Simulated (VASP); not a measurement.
Set up this calculation in VASP 6.6.1, as the native input.

* Task: single point
* Functional: PBE
* Potentials or basis: VASP PAW PBE potentials, release 64 (Pd)
* Cutoff: 520 eV
* k mesh: 11 × 11 × 11
* Occupations: fermi-dirac, width 0.1 eV
* Spin: no spin polarisation
* Dipole correction: no
* Further INCAR settings: ALGO = Normal; EDIFF = 1e-07; NBANDS = 17

The structure of Pd lies in POSCAR:

```
Pd
1.0
    0.0000000000      2.7842341819      2.7842341819
    2.7842341819      0.0000000000      2.7842341819
    2.7842341819      2.7842341819      0.0000000000
Pd
2
Direct
    0.1250000000      0.1250000000      0.1250000000
    0.8750000000      0.8750000000      0.8750000000
```

This cell differs from its parent crystal: volume scaled by 0.88.

These files were run (other wordings do the same):

INCAR

```
ALGO = Normal
EDIFF = 1E-7
ENCUT = 520
GGA = PE
ISIF = 2
ISMEAR = -1
LASPH = True
LCHARG = False
LREAL = False
LWAVE = False
NBANDS = 17
NELM = 80
PREC = Accurate
SIGMA = 0.1
```

KPOINTS

```
k-points
0
Gamma
  11 11 11
```

Potentials or basis: VASP PAW PBE potentials, release 64 (Pd).

The run is started by

```console
$ cat potpaw_PBE.64/Pd/POTCAR > POTCAR
$ mpirun -np 1 vasp_std > vasp.out
```

Results of the run:

```json
{
  "Pressure": "11.2 GPa",
  "Band gap on the k mesh": "zero (band 10 reaches 5.39 eV, above the bottom of band 11 at 4.91 eV)"
}
```

Wall time 19 s on 1 thread of AMD EPYC 9R45 96-Core Processor (Zen 5), on a shared host, peak memory 0.15 GiB.
